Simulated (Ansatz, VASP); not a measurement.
**One calculation of SnSe, two programs**

```
CELL_PARAMETERS angstrom
0.00000 3.01000 3.01000
3.01000 0.00000 3.01000
3.01000 3.01000 0.00000
ATOMIC_POSITIONS crystal
Sn 0.00000 0.00000 0.00000
Se 0.46262 0.46262 0.53738
```

Change from the starting cell: all Se atoms moved +0.225 Å, as atom 2 towards its neighbour atom 1 (Sn) at 3.010 Å.

Alike in both runs: task single point; functional r2SCAN; k mesh 10 × 10 × 10; occupations gaussian, width 0.05 eV; no spin polarisation.

|  | VASP | Ansatz |
| --- | --- | --- |
| version | VASP 6.6.1 | Ansatz 0.2.0 |
| potentials or method | VASP PAW PBE potentials, release 64 (Sn_d, Se), cutoff 520 eV | scalar-relativistic, plane waves, PAW |
| valence electrons in the cell | 20 | 30 |

Ansatz gave:

```
gap on the k mesh at the Fermi level (eV)                     : 0.66
least direct gap on the mesh (eV)                             : 0.72
pressure (GPa)                                                : 0.8
traceless stress, the component that is largest in VASP (GPa) : 0.87
rms of the force components (eV/Å)                            : 0.048
```

Question: Which values does VASP return?

Answer: gap on the k mesh at the Fermi level (eV): 0.66; least direct gap on the mesh (eV): 0.72; pressure (GPa): 0.8; traceless stress, the component that is largest in VASP (GPa): 0.88; rms of the force components (eV/Å): 0.053.

VASP's potentials were made for PBE, not for r2SCAN. Atom by atom the forces differ by 0.005 eV/Å (rms over components). VASP's potentials hold 20 valence electrons a cell and Ansatz's 30, so a difference there can come from the potentials and not from the codes.
